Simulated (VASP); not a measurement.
# Ga (Cmcm) in VASP: further runs

Ga is run at these levels: PBEsol; tasks: single point.

Everything below comes from runs of VASP 6.6.1. Logs are shortened: lines on timing, memory, paths and dates and some standing lists are left out, and cuts for length are marked.

## 1. The cell of the first run

The structure is orthorhombic, space group Cmcm (No. 63). The conventional cell has a = 2.900 Å, b = 8.130 Å, c = 3.329 Å, α = 90.00°, β = 90.00°, γ = 90.00°. Within 3.6 Å of Ga (site symmetry m2m) lie 10 Ga at 2.73 to 3.33 Å.

## 2. Single point, PBEsol (strain +0.000 along x and y, +0.050 along z)

The input, INCAR:

```
SYSTEM = Ga
ALGO     = Fast           ! electronic algorithm
EDIFF    = 1E-7           ! SCF threshold, eV
ENCUT    = 520            ! plane-wave cutoff, eV
GGA      = PS             ! functional
ISIF     = 2              ! what is computed and relaxed
ISMEAR   = 0              ! smearing method
LASPH    = .True.         ! aspherical terms in the spheres
LCHARG   = .False.        ! write CHGCAR
LREAL    = .False.        ! projectors in reciprocal space
LWAVE    = .False.        ! write WAVECAR
NBANDS   = 20             ! bands
NELM     = 80             ! most SCF steps
PREC     = Accurate       ! precision mode
SIGMA    = 0.15           ! smearing width, eV
```

The input, KPOINTS:

```
k-points
0
Gamma
  18 18 16
  0 0 0
```

The input, POSCAR:

```
Ga
1.0
    1.4500000000     -4.0650000000      0.0000000000
    1.4500000000      4.0650000000      0.0000000000
    0.0000000000      0.0000000000      3.3285000000
Ga
2
Direct
    0.8670000000      0.1330000000      0.2500000000
    0.1330000000      0.8670000000      0.7500000000
```

Potentials or basis: VASP PAW PBE potentials, release 64 (Ga_d).

Started as:

```bash
> cat potpaw_PBE.64/Ga_d/POTCAR > POTCAR
> mpirun -np 1 vasp_std > vasp.out
```

OUTCAR:

```text
SYSTEM = Ga
   EDIFF = 1E-7
   ENCUT = 520
   GGA = PS
   ISIF = 2
   ISMEAR = 0
   LASPH = .True.
   LREAL = .False.
   NELM = 80
   PREC = Accurate

 ion  position               nearest neighbor table
   1  0.867  0.133  0.250-   2 2.73   2 2.73   2 2.91   2 2.91   2 2.91   2 2.91
   2  0.133  0.867  0.750-   1 2.73   1 2.73   1 2.91   1 2.91   1 2.91   1 2.91

  LATTYP: Found a base centered orthorhombic cell.
 ALAT       =     2.9000000000
 B/A-ratio  =     2.8034482759
 C/A-ratio  =     1.1477586207

  Lattice vectors:

 A1 = (   1.4500000000,  -4.0650000000,   0.0000000000)
 A2 = (   1.4500000000,   4.0650000000,   0.0000000000)
 A3 = (   0.0000000000,   0.0000000000,   3.3285000000)

Analysis of symmetry for initial positions (statically):
=====================================================================
 Subroutine PRICEL returns:
 Original cell was already a primitive cell.

 Routine SETGRP: Setting up the symmetry group for a
 base centered orthorhombic supercell.

 Subroutine GETGRP returns: Found  8 space group operations
 (whereof  4 operations were pure point group operations)
 out of a pool of  8 trial point group operations.

The static configuration has the point symmetry C_2h.
 The point group associated with its full space group is D_2h.

Analysis of symmetry for dynamics (positions and initial velocities):
=====================================================================
 Subroutine PRICEL returns:
 Original cell was already a primitive cell.

 Routine SETGRP: Setting up the symmetry group for a
 base centered orthorhombic supercell.

 Subroutine GETGRP returns: Found  8 space group operations
 (whereof  4 operations were pure point group operations)
 out of a pool of  8 trial point group operations.

The dynamic configuration has the point symmetry C_2h.
 The point group associated with its full space group is D_2h.

 Subroutine INISYM returns: Found  8 space group operations
 (whereof  4 operations are pure point group operations),
 and found     1 'primitive' translations

----------------------------------------------------------------------------------------

                                     Primitive cell

  volume of cell :      39.2380

  direct lattice vectors                    reciprocal lattice vectors
     1.450000000 -4.065000000  0.000000000     0.344827586 -0.123001230  0.000000000
     1.450000000  4.065000000  0.000000000     0.344827586  0.123001230  0.000000000
     0.000000000  0.000000000  3.328500000     0.000000000  0.000000000  0.300435632

  length of vectors
     4.315868974  4.315868974  3.328500000     0.366108409  0.366108409  0.300435632

  position of ions in fractional coordinates (direct lattice)
     0.867000000  0.133000000  0.250000000
     0.133000000  0.867000000  0.750000000

  ion indices of the primitive-cell ions
   primitive index   ion index
                 1           1
                 2           2

----------------------------------------------------------------------------------------

 KPOINTS: k-points

Automatic generation of k-mesh.
 Grid dimensions read from file:
 generate k-points for:   18   18   16

 Generating k-lattice:

  Cartesian coordinates                     Fractional coordinates (reciprocal lattice)
     0.019157088 -0.006833402  0.000000000     0.055555556  0.000000000  0.000000000
     0.019157088  0.006833402  0.000000000     0.000000000  0.055555556  0.000000000
     0.000000000  0.000000000  0.018777227     0.000000000  0.000000000  0.062500000

  Length of vectors
     0.020339356  0.020339356  0.018777227

  Shift w.r.t. Gamma in fractional coordinates (k-lattice)
     0.000000000  0.000000000  0.000000000

 Subroutine IBZKPT returns following result:
 ===========================================

 Found    819 irreducible k-points:

 Following reciprocal coordinates:
            Coordinates               Weight
  0.000000  0.000000  0.000000      1.000000
  0.055556  0.000000  0.000000      4.000000
  0.111111  0.000000  0.000000      4.000000
  0.166667  0.000000  0.000000      4.000000
  0.222222  0.000000  0.000000      4.000000
  0.277778  0.000000  0.000000      4.000000
[... 16 lines left out ...]
 -0.277778  0.055556  0.000000      4.000000
 -0.222222  0.055556  0.000000      4.000000
 [... further k-points ...]
   k-points           NKPTS =    819   k-points in BZ     NKDIM =    819   number of bands    NBANDS=     20
   number of dos      NEDOS =    301   number of ions     NIONS =      2
   total plane-waves  NPLWV =  28672
   dimension x,y,z NGX =    32 NGY =   32 NGZ =   28
   dimension x,y,z NGXF=    64 NGYF=   64 NGZF=   56
   ions per type =               2
   NGX,Y,Z   is equivalent  to a cutoff of  12.33, 12.33, 13.98 a.u.
   NGXF,Y,Z  is equivalent  to a cutoff of  24.65, 24.65, 27.97 a.u.
 SYSTEM =  Ga
   PREC   = accura    normal or accurate (medium, high low for compatibility)
   ISTART =      0    job   : 0-new  1-cont  2-samecut
   ICHARG =      2    charge: 1-file 2-atom 10-const
   ISPIN  =      1    spin polarized calculation?
   LNONCOLLINEAR =      F non collinear calculations
   LSORBIT =      F    spin-orbit coupling
   LASPH  =      T    aspherical Exc in radial PAW
   ENCUT  =  520.0 eV  38.22 Ry    6.18 a.u.   8.02  8.02  6.19*2*pi/ulx,y,z
   NELM   =     80;   NELMIN=  2; NELMDL= -5     # of ELM steps
   EDIFF  = 0.1E-06   stopping-criterion for ELM
   LREAL  =      F    real-space projection
   EDIFFG = 0.1E-05   stopping-criterion for IOM
   NSW    =      0    number of steps for IOM
   IBRION =     -1    ionic relax: 0-MD 1-quasi-New 2-CG
   NFREE  =      0    steps in history (QN), initial steepest desc. (CG)
   ISIF   =      2    stress and relaxation
   ISYM   =      2    0-nonsym 1-usesym 2-fastsym
   POTIM  = 0.5000    time-step for ionic-motion
   TEBEG  =    0.0;   TEEND  =   0.0 temperature during run
   PSTRESS=    0.0 pullay stress
   NELECT =      26.0000    total number of electrons
   NUPDOWN=      -1.0000    fix difference up-down
   EMIN   =  10.00;   EMAX   =-10.00  energy-range for DOS
   EFERMI =   0.00;   METHOD = LEGACY
   ISMEAR =     0;   SIGMA  =   0.15  broadening in eV -4-tet -1-fermi 0-gaus
   EFERMI_NEDOS =   21; number of points for ismear=-14 and -15
   IALGO  =     68    algorithm
   IMIX   =      4    mixing-type and parameters
     AMIX     =   0.40;   BMIX     =  1.00
     AMIX_MAG =   1.60;   BMIX_MAG =  1.00
  volume/ion in A,a.u.               =      19.62       132.40
  Fermi-wavevector in a.u.,A,eV,Ry     =   1.427240  2.697092 27.715246  2.037013
  Thomas-Fermi vector in A             =   2.547431
   LORBIT       =      0    0 simple, 1 ext, 2 COOP (PROOUT), +10 PAW based schemes
   GGA     = PS    functional components
   LHFCALC =     F    Hartree Fock is set to
   AEXX    =    0.0000 exact exchange contribution
   IVDW    =     0    specifies the selected vdW correction
   LEPSILON=     F    determine dielectric tensor
   LRPA    =     F    only Hartree local field effects (RPA)
 non-spin polarized calculation
 RMM-DIIS sequential band-by-band and
 Gauss-broadening in eV      SIGMA  =   0.15
  energy-cutoff  :      520.00
  volume of cell :       39.24
 maximum number of plane-waves:      1079
   NGX = 17   NGY = 17   NGZ = 13

 number of electron      26.0000015 magnetization

 Free energy of the ion-electron system (eV)
  ---------------------------------------------------
  ext. energy  EPLUGINS =         0.00000000
  ---------------------------------------------------
  free energy    TOTEN  =        -6.63200923 eV

  energy without entropy =       -6.62277468  energy(sigma->0) =       -6.62739196

 E-fermi :   4.9940     XC(G=0): -10.9146

 val. band max:        4.9937252512   @ k =  -0.1111   0.0556   0.4375
 cond. band min:       4.9976405364   @ k =   0.3889   0.2778   0.3750
 fundamental gap:      0.0039152852
 Fermi energy:         4.9939554603

 k-point     1 :       0.0000    0.0000    0.0000
  band No.  band energies     occupation
      1     -10.0225      2.00000
      2     -10.0159      2.00000
      3      -9.9517      2.00000
      4      -9.9396      2.00000
      5      -9.7466      2.00000
      6      -9.7439      2.00000
[... 12 lines left out ...]
     19      15.3479      0.00000
     20      17.0273      0.00000

 k-point     2 :       0.0556    0.0000    0.0000
  band No.  band energies     occupation
      1     -10.0205      2.00000
      2     -10.0126      2.00000
      3      -9.9501      2.00000
      4      -9.9275      2.00000
      5      -9.7502      2.00000
      6      -9.7479      2.00000
[... 12 lines left out ...]
     19      15.8406      0.00000
     20      17.6453      0.00000

 k-point     3 :       0.1111    0.0000    0.0000
  band No.  band energies     occupation
      1     -10.0149      2.00000
      2     -10.0034      2.00000
      3      -9.9396      2.00000
      4      -9.8986      2.00000
      5      -9.7607      2.00000
      6      -9.7594      2.00000
[... 12 lines left out ...]
     19      16.1631      0.00000
     20      19.0500      0.00000

 k-point     4 :       0.1667    0.0000    0.0000
  band No.  band energies     occupation
      1     -10.0065      2.00000
      2      -9.9899      2.00000
      3      -9.9209      2.00000
      4      -9.8614      2.00000
      5      -9.7776      2.00000
      6      -9.7747      2.00000
[... 12 lines left out ...]
     19      16.2734      0.00000
     20      19.7480      0.00000

 k-point     5 :       0.2222    0.0000    0.0000
  band No.  band energies     occupation
      1      -9.9965      2.00000
      2      -9.9742      2.00000
      3      -9.8988      2.00000
      4      -9.8384      2.00000
      5      -9.8005      2.00000
      6      -9.7716      2.00000
[... 12 lines left out ...]
     19      16.3446      0.00000
     20      20.2197      0.00000
[... 353 lines left out ...]
      6      -9.7417      2.00000
[... 12 lines left out ...]
     19      15.7420      0.00000
     20      17.1179      0.00000

 k-point    22 :      -0.3333    0.0556    0.0000
  band No.  band energies     occupation
      1      -9.9741      2.00000
      2      -9.9515      2.00000
      3      -9.8875      2.00000
      4      -9.8536      2.00000
      5      -9.8362      2.00000
      6      -9.7411      2.00000
[... 12 lines left out ...]
     19      15.8565      0.00000
     20      18.3615      0.00000

 k-point    23 :      -0.2778    0.0556    0.0000
  band No.  band energies     occupation
      1      -9.9845      2.00000
      2      -9.9659      2.00000
      3      -9.9103      2.00000
      4      -9.8384      2.00000
      5      -9.8106      2.00000
      6      -9.7696      2.00000
[... 12 lines left out ...]
     19      15.8116      0.00000
     20      19.7599      0.00000

 k-point    24 :      -0.2222    0.0556    0.0000
  band No.  band energies     occupation
      1      -9.9958      2.00000
      2      -9.9828      2.00000
      3      -9.9345      2.00000
      4      -9.8469      2.00000
      5      -9.7872      2.00000
      6      -9.7863      2.00000
[... 12 lines left out ...]
     19      15.7851      0.00000
     20      20.5684      0.00000

 [... further k-points ...]
[... 5 lines left out ...]
  --------------------------------------------------------------------------------------
  -------------------------------------------------------------------------------------
  Total       -1.2293357     -0.9185118     -0.8914340      0.0000000     -0.0000000      0.0000000
  in kB      -50.1965617    -37.5049161    -36.3992691      0.0000000     -0.0000000      0.0000000
  external PRESSURE =     -41.3669156 kB  Pullay stress =       0.0000000 kB

 VOLUME and BASIS-vectors are now :
 -----------------------------------------------------------------------------
  energy-cutoff  :      520.00
  volume of cell :       39.24
      direct lattice vectors                 reciprocal lattice vectors
     1.450000000 -4.065000000  0.000000000     0.344827586 -0.123001230  0.000000000
     1.450000000  4.065000000  0.000000000     0.344827586  0.123001230  0.000000000
     0.000000000  0.000000000  3.328500000     0.000000000  0.000000000  0.300435632

 POSITION                                       TOTAL-FORCE (eV/Angst)
 -----------------------------------------------------------------------------------
      1.45000     -2.98371      0.83213         0.000000      0.152538      0.000000
      1.45000      2.98371      2.49638         0.000000     -0.152538     -0.000000
 -----------------------------------------------------------------------------------
    total drift:                                0.000000      0.000000     -0.000000

  FREE ENERGIE OF THE ION-ELECTRON SYSTEM (eV)
  ---------------------------------------------------
  free  energy   TOTEN  =        -6.6320092305 eV

  energy  without entropy=       -6.6227746816  energy(sigma->0) =       -6.62739196
```

It took 9 min on 1 thread of Oxide Virtual Turin-like, shared host; peak memory 0.55 GiB.

Results:

```yaml
Free_energy: -6.6320 eV
Pressure: -4.1 GPa
Largest_force: 0.153 eV/Å
Band_gap_on_the_k_mesh: zero (bands 13 and 14 overlap by 8.30 eV)
```

Forces in eV/Å, atoms in the order of the input:
```
Ga   0.000  0.153  0.000
Ga   0.000 -0.153  0.000
```

Levels at points of the mesh, in eV from the Fermi level:
```tsv
k point	band 10	band 11	band 12	band 13	band 14	band 15	band 16	band 17
(0.00, 0.00, 0.00)	-14.55	-10.83	-1.84	-1.46	2.03	5.71	8.19	9.08
(0.50, 0.00, 0.00)	-14.60	-6.29	-5.03	-1.37	-0.17	5.88	6.35	8.42
(0.50, 0.50, 0.00)	-14.61	-8.81	-8.19	4.26	4.97	6.06	6.19	6.32
(0.00, 0.00, 0.50)	-14.62	-7.39	-7.39	1.89	1.89	2.60	2.60	10.31
(0.50, 0.00, 0.50)	-14.59	-3.02	-3.02	-1.60	-1.60	1.94	1.94	4.29
(0.50, 0.50, 0.50)	-14.69	-5.69	-5.69	-4.04	-4.04	9.58	9.58	11.45
```

Caveat: the cell differs from its parent crystal (strain +0.000 along x and y, +0.050 along z); the cell stands under tension; the PAW data sets were made with another functional, which shifts forces and pressure a little.

## 3. Single point, PBEsol (strain +0.050 along x and y, +0.000 along z)

The input, INCAR:

```
PREC     = Accurate       # precision mode
ENCUT    = 520            # plane-wave cutoff, eV
EDIFF    = 1E-6           # SCF threshold, eV
ISMEAR   = 0              # smearing method
SIGMA    = 0.15           # smearing width, eV
LREAL    = False          # projectors in reciprocal space
LASPH    = True           # aspherical terms in the spheres
NELM     = 60             # most SCF steps
ALGO     = Fast           # electronic algorithm
ISIF     = 2              # what is computed and relaxed
LWAVE    = False          # write WAVECAR
LCHARG   = False          # write CHGCAR
GGA      = PS             # functional
NBANDS   = 20             # bands
```

The input, KPOINTS:

```
regular mesh
0
Gamma
  18 18 16
```

The input, POSCAR:

```
Ga
1.0
    1.5225000000     -4.2682500000      0.0000000000
    1.5225000000      4.2682500000      0.0000000000
    0.0000000000      0.0000000000      3.1700000000
Ga
2
Direct
    0.8670000000      0.1330000000      0.2500000000
    0.1330000000      0.8670000000      0.7500000000
```

Potentials or basis: VASP PAW PBE potentials, release 64 (Ga_d).

Started as:

```bash
> cat potpaw_PBE.64/Ga_d/POTCAR > POTCAR
> mpirun -np 1 vasp_std > vasp.out
```

OUTCAR:

```text
PREC = Accurate
   ENCUT = 520
   EDIFF = 1E-6
   ISMEAR = 0
   LREAL = False
   LASPH = True
   NELM = 60
   ISIF = 2
   GGA = PS

 ion  position               nearest neighbor table
   1  0.867  0.133  0.250-   2 2.77   2 2.77
   2  0.133  0.867  0.750-   1 2.77   1 2.77

  LATTYP: Found a base centered orthorhombic cell.
 ALAT       =     3.0450000000
 B/A-ratio  =     2.8034482759
 C/A-ratio  =     1.0410509031

  Lattice vectors:

 A1 = (   1.5225000000,  -4.2682500000,   0.0000000000)
[... 192 lines left out ...]
      3     -10.2907      2.00000
      4     -10.2650      2.00000
      5     -10.1434      2.00000
      6     -10.1215      2.00000
[... 541 lines left out ...]
     19      16.1064      0.00000
     20      18.2707      0.00000

 [... further k-points ...]
[... 5 lines left out ...]
  --------------------------------------------------------------------------------------
  -------------------------------------------------------------------------------------
  Total       -1.7937607     -1.2664907     -1.0908748      0.0000000      0.0000000      0.0000000
  in kB      -69.7555377    -49.2511269    -42.4217974      0.0000000      0.0000000      0.0000000
  external PRESSURE =     -53.8094873 kB  Pullay stress =       0.0000000 kB

 VOLUME and BASIS-vectors are now :
 -----------------------------------------------------------------------------
  energy-cutoff  :      520.00
  volume of cell :       41.20
      direct lattice vectors                 reciprocal lattice vectors
     1.522500000 -4.268250000  0.000000000     0.328407225 -0.117144029  0.000000000
     1.522500000  4.268250000  0.000000000     0.328407225  0.117144029  0.000000000
     0.000000000  0.000000000  3.170000000     0.000000000  0.000000000  0.315457413

 POSITION                                       TOTAL-FORCE (eV/Angst)
 -----------------------------------------------------------------------------------
      1.52250     -3.13290      0.79250         0.000000      0.160865      0.000000
      1.52250      3.13290      2.37750         0.000000     -0.160865     -0.000000
 -----------------------------------------------------------------------------------
    total drift:                                0.000000     -0.000000     -0.000000

  FREE ENERGIE OF THE ION-ELECTRON SYSTEM (eV)
  ---------------------------------------------------
  free  energy   TOTEN  =        -6.5507893133 eV

  energy  without entropy=       -6.5407705778  energy(sigma->0) =       -6.54577995
```

Run time: 10 min. Hardware: 1 thread of Oxide Virtual Turin-like, shared host; peak memory 0.57 GiB.

What came out:

| Item | Value |
| --- | --- |
| Free energy | -6.5508 eV |
| Pressure | -5.4 GPa |
| Largest force | 0.161 eV/Å |
| Band gap on the k mesh | zero (bands 13 and 14 overlap by 8.70 eV) |

Forces on the atoms (eV/Å):
```
Ga   0.000  0.161  0.000
Ga   0.000 -0.161  0.000
```

Stress tensor (GPa, compression positive):
```
-6.98  0.00  0.00
 0.00 -4.93  0.00
 0.00  0.00 -4.24
```

Caveat: the cell differs from its parent crystal (strain +0.050 along x and y, +0.000 along z); the cell stands under tension; the PAW data sets were made with another functional, which shifts forces and pressure a little.
